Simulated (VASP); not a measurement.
Wanted: the native input for a VASP 6.6.1 run.

* Task: single point
* Functional: PBE
* Potentials or basis: VASP PAW PBE potentials, release 64 (Ga_d, Sb)
* Cutoff: 500 eV
* k mesh: 13 × 13 × 13
* Occupations: fermi-dirac, width 0.08 eV
* Spin: no spin polarisation
* Dipole correction: no
* Further INCAR settings: ALGO = Normal; EDIFF = 1e-06; NBANDS = 16

The structure of GaSb (rocksalt type) lies in POSCAR:

```
GaSb
1.0
    0.0000000000      2.8992984657      2.8992984657
    2.8992984657      0.0000000000      2.8992984657
    2.8992984657      2.8992984657      0.0000000000
Ga Sb
1 1
Direct
    0.0000000000      0.0000000000      0.0000000000
    0.5000000000      0.5000000000      0.5000000000
```

The input as run:

INCAR

```
SYSTEM = GaSb
PREC     = Accurate       ! precision mode
ENCUT    = 500            ! plane-wave cutoff, eV
EDIFF    = 1E-6           ! SCF threshold, eV
ISMEAR   = -1             ! smearing method
SIGMA    = 0.08           ! smearing width, eV
LREAL    = .False.        ! projectors in reciprocal space
LASPH    = .True.         ! aspherical terms in the spheres
NELM     = 120            ! most SCF steps
ALGO     = Normal         ! electronic algorithm
ISIF     = 2              ! what is computed and relaxed
LWAVE    = .False.        ! write WAVECAR
LCHARG   = .True.         ! write CHGCAR
GGA      = PE             ! functional
LELF     = .True.         ! ELF
LVHAR    = .True.       
NBANDS   = 16             ! bands
GGA_COMPAT= .False.
```

KPOINTS

```
regular mesh
0
Gamma
  13 13 13
  0 0 0
```

Potentials or basis: VASP PAW PBE potentials, release 64 (Ga_d, Sb).

Run with:

```console
$ cat potpaw_PBE.64/Ga_d/POTCAR potpaw_PBE.64/Sb/POTCAR > POTCAR
$ mpirun -np 1 vasp_std > vasp.out
```

It gave:

* Pressure: 0.0 GPa
* Band gap on the k mesh: zero (band 9 reaches 7.14 eV, above the bottom of band 10 at 3.99 eV)

Caveat: spin-orbit coupling is left out, which moves the levels of the heavy elements.

Wall time 23 s on 1 thread of Intel(R) Xeon(R) 6975P-C (Granite Rapids), on a shared host, peak memory 0.21 GiB.
